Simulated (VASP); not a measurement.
Runs of VASP 6.6.1 on TiAl2. The structure is that of space group Cmmm (No. 65), or close to it. The cells are those of the table. 

```csv
cell,further INCAR settings,gap on the mesh (eV),pressure (GPa),largest force (eV/Å)
"a = 6.327, b = 6.327, c = 4.180 Å, angles 90.0, 90.0, 144.2°, 6 atoms",ALGO = Fast; EDIFF = 1e-07; NBANDS = 27,none,-7.6,0.12
"a = 6.106, b = 6.106, c = 3.823 Å, angles 90.0, 90.0, 144.2°, 6 atoms",ALGO = Fast; EDIFF = 1e-06; NBANDS = 27,none,(a),0.14
"a = 6.441, b = 6.441, c = 4.033 Å, angles 90.0, 90.0, 144.2°, 6 atoms",ALGO = Fast; EDIFF = 1e-07; NBANDS = 27,none,-7.9,0.08
"a = 6.215, b = 6.215, c = 3.690 Å, angles 90.0, 90.0, 144.2°, 6 atoms",ALGO = Fast; EDIFF = 1e-06; NBANDS = 27,none,12.1,0.06
```

Alike in all rows: task single point; level LDA; potentials or basis VASP PAW LDA potentials, release 64 (Ti_sv, Al); no spin polarisation; k mesh 12 × 12 × 12; cutoff (eV) 520; smearing gaussian 0.15 eV.

Problem. Estimate the missing entries.

Solution. (a) 12.2.

Caveats: the stress differs along the axes, from -12 to -5 GPa (at least some runs); the cell stands under pressure (at least some runs); the cell stands under tension (at least some runs); the stress differs along the axes, from 9 to 17 GPa (at least some runs).

A gap of «none» marks levels without a gap at the run's occupations.
